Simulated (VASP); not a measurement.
# ZrAl3B3N (P-62m) in VASP: relaxation of cell and atoms with PBE

Aim: the relaxation of cell and atoms of ZrAl3B3N with PBE.

All numbers are computed with VASP 6.6.1; they aren't measurements. Logs are shortened: lines on timing, memory, paths and dates and some standing lists are left out, and cuts for length are marked.

## 1. The cell of the first run

Symmetry: P-62m, No. 189, hexagonal system. The conventional cell has a = 4.919 Å, b = 4.919 Å, c = 5.679 Å, α = 90.00°, β = 90.00°, γ = 120.00°. Within 2.5 Å of Zr (site symmetry -62m) lie 3 B at 1.92 Å. Within 2.7 Å of Al (site symmetry m2m) lie 1 N at 2.00 Å and 4 Al at 2.58 Å. B (site symmetry m2m) has 1 Zr at 1.92 Å within 2.5 Å. N (site symmetry -62m) has 3 Al at 2.00 Å within 2.7 Å.

The cell was generated, and may not be a known phase.

## 2. Relaxation of cell and atoms, PBE

INCAR

```
PREC = Accurate ; ENCUT = 600
EDIFF = 1E-6 ; ISMEAR = 0
SIGMA = 0.15 ; LREAL = False
LASPH = True ; NELM = 60
ALGO = Normal ; ISIF = 3
LWAVE = False ; LCHARG = False
GGA = PE ; IBRION = 2
NSW = 36 ; EDIFFG = -0.08
```

KPOINTS

```
Automatic mesh
0
Gamma
  3 3 2
```

POSCAR

```
ZrAl3B3N
1.0
    4.9191430200      0.0000000000      0.0000000000
   -2.4595715100      4.2601028200      0.0000000000
    0.0000000000      0.0000000000      5.6789343200
Zr Al B N
1 3 3 1
Direct
    0.0000000000      0.0000000000      0.5000000000
    0.5932091500      0.0000000000      0.0000000000
    0.0000000000      0.5932091500      0.0000000000
    0.4067908500      0.4067908500      0.0000000000
    0.6095092200      0.0000000000      0.5000000000
    0.0000000000      0.6095092200      0.5000000000
    0.3904907800      0.3904907800      0.5000000000
    0.0000000000      0.0000000000      0.0000000000
```

Potentials or basis: VASP PAW PBE potentials, release 64 (Zr_sv, Al, B, N).

Run with:

```console
> cat potpaw_PBE.64/Zr_sv/POTCAR potpaw_PBE.64/Al/POTCAR potpaw_PBE.64/B/POTCAR potpaw_PBE.64/N/POTCAR > POTCAR
> mpirun -np 1 vasp_std > vasp.out
```

OUTCAR:

```text
PREC = Accurate
   ENCUT = 600
   EDIFF = 1E-6
   ISMEAR = 0
   LREAL = False
   LASPH = True
   NELM = 60
   ISIF = 3
   GGA = PE
   IBRION = 2
   NSW = 36
   EDIFFG = -0.08

 ion  position               nearest neighbor table
   1  0.000  0.000  0.500-   6 1.92   7 1.92   5 1.92   6 3.00   7 3.00   5 3.00   3 3.47   3 3.47
                             4 3.47   4 3.47   2 3.47   2 3.47
   2  0.593  0.000  0.000-   8 2.00   3 2.58   4 2.58   4 2.58   3 2.58   1 3.47   1 3.47
   3  0.000  0.593  0.000-   8 2.00   2 2.58   2 2.58   4 2.58   4 2.58   1 3.47   1 3.47
   4  0.407  0.407  0.000-   8 2.00   2 2.58   2 2.58   3 2.58   3 2.58   1 3.47   1 3.47
   5  0.610  0.000  0.500-   1 1.92   1 3.00
   6  0.000  0.610  0.500-   1 1.92   1 3.00
   7  0.390  0.390  0.500-   1 1.92   1 3.00
   8  0.000  0.000  0.000-   3 2.00   4 2.00   2 2.00

  LATTYP: Found a hexagonal cell.
 ALAT       =     4.9191430200
 C/A-ratio  =     1.1544560296

  Lattice vectors:

 A1 = (   4.9191430200,   0.0000000000,   0.0000000000)
 A2 = (  -2.4595715100,   4.2601028200,   0.0000000000)
 A3 = (   0.0000000000,   0.0000000000,   5.6789343200)

Analysis of symmetry for initial positions (statically):
=====================================================================
 Subroutine PRICEL returns:
 Original cell was already a primitive cell.

 Routine SETGRP: Setting up the symmetry group for a
 hexagonal supercell.

 Subroutine GETGRP returns: Found 12 space group operations
 (whereof 12 operations were pure point group operations)
 out of a pool of 24 trial point group operations.

The static configuration has the point symmetry D_3h.

Analysis of symmetry for dynamics (positions and initial velocities):
=====================================================================
 Subroutine PRICEL returns:
 Original cell was already a primitive cell.

 Routine SETGRP: Setting up the symmetry group for a
 hexagonal supercell.

 Subroutine GETGRP returns: Found 12 space group operations
 (whereof 12 operations were pure point group operations)
 out of a pool of 24 trial point group operations.

The dynamic configuration has the point symmetry D_3h.

 Subroutine INISYM returns: Found 12 space group operations
 (whereof 12 operations are pure point group operations),
 and found     1 'primitive' translations

----------------------------------------------------------------------------------------

                                     Primitive cell

  volume of cell :     119.0081

  direct lattice vectors                    reciprocal lattice vectors
     4.919143020  0.000000000  0.000000000     0.203287442  0.117368059  0.000000000
    -2.459571510  4.260102820  0.000000000     0.000000000  0.234736118  0.000000000
     0.000000000  0.000000000  5.678934320     0.000000000  0.000000000  0.176089376

  length of vectors
     4.919143020  4.919143020  5.678934320     0.234736118  0.234736118  0.176089376

  position of ions in fractional coordinates (direct lattice)
     0.000000000  0.000000000  0.500000000
     0.593209150  0.000000000  0.000000000
     1.000000000  0.593209150  0.000000000
     0.406790850  0.406790850  0.000000000
     0.609509220  0.000000000  0.500000000
     1.000000000  0.609509220  0.500000000
     0.390490780  0.390490780  0.500000000
     0.000000000  0.000000000  0.000000000

  ion indices of the primitive-cell ions
   primitive index   ion index
                 1           1
                 2           2
                 3           3
                 4           4
                 5           5
                 6           6
                 7           7
                 8           8

----------------------------------------------------------------------------------------

 KPOINTS: Automatic mesh

Automatic generation of k-mesh.
 Grid dimensions read from file:
 generate k-points for:    3    3    2

 Generating k-lattice:

  Cartesian coordinates                     Fractional coordinates (reciprocal lattice)
     0.067762481  0.039122686  0.000000000     0.333333333 -0.000000000  0.000000000
     0.000000000  0.078245373  0.000000000     0.000000000  0.333333333  0.000000000
     0.000000000  0.000000000  0.088044688     0.000000000  0.000000000  0.500000000

  Length of vectors
     0.078245373  0.078245373  0.088044688

  Shift w.r.t. Gamma in fractional coordinates (k-lattice)
     0.000000000  0.000000000  0.000000000

 Subroutine IBZKPT returns following result:
 ===========================================

 Found      6 irreducible k-points:

 Following reciprocal coordinates:
            Coordinates               Weight
  0.000000  0.000000  0.000000      1.000000
  0.333333 -0.000000  0.000000      6.000000
  0.333333  0.333333  0.000000      2.000000
  0.000000  0.000000  0.500000      1.000000
  0.333333 -0.000000  0.500000      6.000000
  0.333333  0.333333  0.500000      2.000000
   k-points           NKPTS =      6   k-points in BZ     NKDIM =      6   number of bands    NBANDS=     22
   number of dos      NEDOS =    301   number of ions     NIONS =      8
   total plane-waves  NPLWV =  76800
   dimension x,y,z NGX =    40 NGY =   40 NGZ =   48
   dimension x,y,z NGXF=    80 NGYF=   80 NGZF=   96
   ions per type =               1   3   3   1
   NGX,Y,Z   is equivalent  to a cutoff of  13.52, 13.52, 14.05 a.u.
   NGXF,Y,Z  is equivalent  to a cutoff of  27.04, 27.04, 28.10 a.u.
 SYSTEM =  unknown system
   PREC   = accura    normal or accurate (medium, high low for compatibility)
   ISTART =      0    job   : 0-new  1-cont  2-samecut
   ICHARG =      2    charge: 1-file 2-atom 10-const
   ISPIN  =      1    spin polarized calculation?
   LNONCOLLINEAR =      F non collinear calculations
   LSORBIT =      F    spin-orbit coupling
   LASPH  =      T    aspherical Exc in radial PAW
   ENCUT  =  600.0 eV  44.10 Ry    6.64 a.u.   9.82  9.82 11.34*2*pi/ulx,y,z
   NELM   =     60;   NELMIN=  2; NELMDL= -5     # of ELM steps
   EDIFF  = 0.1E-05   stopping-criterion for ELM
   LREAL  =      F    real-space projection
   EDIFFG = -.8E-01   stopping-criterion for IOM
   NSW    =     36    number of steps for IOM
   IBRION =      2    ionic relax: 0-MD 1-quasi-New 2-CG
   NFREE  =      1    steps in history (QN), initial steepest desc. (CG)
   ISIF   =      3    stress and relaxation
   ISYM   =      2    0-nonsym 1-usesym 2-fastsym
   POTIM  = 0.5000    time-step for ionic-motion
   TEBEG  =    0.0;   TEEND  =   0.0 temperature during run
   PSTRESS=    0.0 pullay stress
   NELECT =      35.0000    total number of electrons
   NUPDOWN=      -1.0000    fix difference up-down
   EMIN   =  10.00;   EMAX   =-10.00  energy-range for DOS
   EFERMI =   0.00;   METHOD = LEGACY
   ISMEAR =     0;   SIGMA  =   0.15  broadening in eV -4-tet -1-fermi 0-gaus
   EFERMI_NEDOS =   21; number of points for ismear=-14 and -15
   IALGO  =     38    algorithm
   IMIX   =      4    mixing-type and parameters
     AMIX     =   0.40;   BMIX     =  1.00
     AMIX_MAG =   1.60;   BMIX_MAG =  1.00
  volume/ion in A,a.u.               =      14.88       100.39
  Fermi-wavevector in a.u.,A,eV,Ry     =   1.088693  2.057331 16.126335  1.185252
  Thomas-Fermi vector in A             =   2.224880
   LORBIT       =      0    0 simple, 1 ext, 2 COOP (PROOUT), +10 PAW based schemes
   GGA     = PE    functional components
   LHFCALC =     F    Hartree Fock is set to
   AEXX    =    0.0000 exact exchange contribution
   IVDW    =     0    specifies the selected vdW correction
   LEPSILON=     F    determine dielectric tensor
   LRPA    =     F    only Hartree local field effects (RPA)
 conjugate gradient relaxation of ions
 non-spin polarized calculation
 Gauss-broadening in eV      SIGMA  =   0.15
  energy-cutoff  :      600.00
  volume of cell :      119.01
 maximum number of plane-waves:      3983
 NGX is ok and might be reduce to    40
   NGX = 19   NGY = 19   NGZ = 23

--------------------------------------- Ionic step        1  -------------------------------------------

 number of electron      35.0000000 magnetization

 Free energy of the ion-electron system (eV)
  ---------------------------------------------------
  ext. energy  EPLUGINS =         0.00000000
  ---------------------------------------------------
  free energy    TOTEN  =       -38.65212235 eV

  energy without entropy =      -38.61716782  energy(sigma->0) =      -38.63464509

------------------------ aborting loop because EDIFF is reached ----------------------------------------

  FORCE on cell =-STRESS in cart. coord.  units (eV):
  Direction    XX          YY          ZZ          XY          YZ          ZX
  --------------------------------------------------------------------------------------
  -------------------------------------------------------------------------------------
  Total       10.9636165     10.9636165    -15.0480931      0.0000000     -0.0000000      0.0000000
  in kB      147.6005721    147.6005721   -202.5889129      0.0000000     -0.0000000      0.0000000
  external PRESSURE =      30.8707438 kB  Pullay stress =       0.0000000 kB
[... 107 lines left out ...]
  FREE ENERGIE OF THE ION-ELECTRON SYSTEM (eV)
  ---------------------------------------------------
  free  energy   TOTEN  =       -44.6606906383 eV

  energy  without entropy=      -44.6351216422  energy(sigma->0) =      -44.64790614

[... ionic steps 4 to 7 ...]

--------------------------------------- Ionic step        8  -------------------------------------------

 number of electron      35.0000000 magnetization

------------------------ aborting loop because EDIFF is reached ----------------------------------------

  FORCE on cell =-STRESS in cart. coord.  units (eV):
  Direction    XX          YY          ZZ          XY          YZ          ZX
  --------------------------------------------------------------------------------------
  -------------------------------------------------------------------------------------
  Total        0.2790583      0.2790583     -0.1236745      0.0000000      0.0000000      0.0000000
  in kB        4.5354610      4.5354610     -2.0100496      0.0000000      0.0000000      0.0000000
  external PRESSURE =       2.3536241 kB  Pullay stress =       0.0000000 kB
[... 69 lines left out ...]
  energy  without entropy=      -46.8813569348  energy(sigma->0) =      -46.89583369

--------------------------------------- Ionic step       10  -------------------------------------------

 number of electron      35.0000000 magnetization

 Free energy of the ion-electron system (eV)
  ---------------------------------------------------
  ext. energy  EPLUGINS =         0.00000000
  ---------------------------------------------------
  free energy    TOTEN  =       -46.91474651 eV

  energy without entropy =      -46.88420404  energy(sigma->0) =      -46.89947527

 E-fermi :   7.5891     XC(G=0): -11.0557

 val. band max:        7.4259528059   @ k =   0.3333  -0.0000   0.0000
 cond. band min:       7.6684723307   @ k =   0.3333  -0.0000   0.5000
 fundamental gap:      0.2425195247
 Fermi energy:         7.5891302809

 k-point     1 :       0.0000    0.0000    0.0000
  band No.  band energies     occupation
      1     -40.7617      2.00000
      2     -19.1264      2.00000
      3     -18.8259      2.00000
      4     -18.8259      2.00000
      5      -8.2416      2.00000
      6      -2.4503      2.00000
[... 174 lines left out ...]
  FREE ENERGIE OF THE ION-ELECTRON SYSTEM (eV)
  ---------------------------------------------------
  free  energy   TOTEN  =       -46.9147465062 eV

  energy  without entropy=      -46.8842040430  energy(sigma->0) =      -46.89947527

 reached required accuracy - stopping structural energy minimisation
```

Wall time 2.2 min (1 thread of Intel Xeon 6975P-C (Granite Rapids), shared host); peak memory 0.29 GiB.

Results:

```
Free energy                           : -46.9147 eV
Relaxed volume                        : 12.33 Å³/atom
Relaxed cell                          : a = 5.024 Å, b = 5.024 Å, c = 4.513 Å, α = 90.00°, β = 90.00°, γ = 120.00°
Space group after relaxing (to 0.1 Å) : P-62m (No. 189)
Energy gained by relaxing             : 1032.8 meV/atom
Ionic steps                           : 10
Pressure after relaxing               : -0.2 GPa
Largest force after relaxing          : 0.063 eV/Å
Band gap on the k mesh                : zero (an odd number of electrons rules out a gap without spin polarisation)
```

Forces on the atoms (eV/Å):
```
Zr   0.000  0.000  0.000
Al   0.002  0.000  0.000
Al  -0.001  0.001  0.000
Al  -0.001 -0.001  0.000
B   -0.063  0.000  0.000
B    0.031 -0.054  0.000
B    0.031  0.054  0.000
N    0.000  0.000  0.000
```

The path:
| step | energy change (eV) | largest force (eV/Å) | pressure (GPa) | volume (Å³) |
| --- | --- | --- | --- | --- |
| 1 | 0.0000 | 7.1384 | 3.09 | 119.01 |
| 2 | -5.6217 | 1.3802 | -18.34 | 122.99 |
| 3 | -6.0086 | 1.1871 | -20.10 | 123.59 |
| 4 | -7.4421 | 1.7550 | 15.97 | 91.87 |
| 5 | -8.1372 | 0.5771 | -2.74 | 101.71 |
| 6 | -8.1372 | 0.5320 | -3.30 | 102.13 |
| 7 | -8.2541 | 0.2466 | -0.43 | 99.16 |
| 8 | -8.2582 | 0.1875 | 0.24 | 98.58 |
| 9 | -8.2582 | 0.1805 | 0.31 | 98.51 |
| 10 | -8.2626 | 0.0627 | -0.24 | 98.68 |

Final structure:
```cif
data_structure
_symmetry_space_group_name_H-M 'P 1'
_symmetry_Int_Tables_number 1
_cell_length_a 5.0245
_cell_length_b 5.0245
_cell_length_c 4.5133
_cell_angle_alpha 90.000
_cell_angle_beta 90.000
_cell_angle_gamma 120.000
_cell_volume 98.68
loop_
_atom_site_label
_atom_site_type_symbol
_atom_site_fract_x
_atom_site_fract_y
_atom_site_fract_z
_atom_site_occupancy
Zr1 Zr 0.00000 0.00000 0.50000 1
Al1 Al 0.62238 0.00000 0.00000 1
Al2 Al 0.00000 0.62238 0.00000 1
Al3 Al 0.37762 0.37762 0.00000 1
B1 B 0.50896 0.00000 0.50000 1
B2 B 0.00000 0.50896 0.50000 1
B3 B 0.49104 0.49104 0.50000 1
N1 N 0.00000 0.00000 0.00000 1
```

Levels at points of the mesh, in eV from the Fermi level:
| k point | band 16 | band 17 | band 18 | band 19 | band 20 | band 21 |
| --- | --- | --- | --- | --- | --- | --- |
| (0.00, 0.00, 0.00) | -0.80 | -0.46 | -0.46 | 0.75 | 0.75 | 1.13 |
| (0.00, 0.00, 0.50) | -1.50 | -1.43 | -1.43 | 2.55 | 2.55 | 2.60 |

Caveat: the k points lie up to 0.70 Å⁻¹ apart in the final cell, too coarse for converged energies and pressures of a metal; the volume moved by over 15 % at a fixed basis, so the end points are rough; an odd number of electrons without spin polarisation forces a metal; a magnetic or distorted state may lie lower; the relaxation stopped at a loose force limit of 0.08 eV/Å, so its end isn't a converged minimum.

The gap in the log of VASP goes by the Fermi energy; the results here count the filled bands.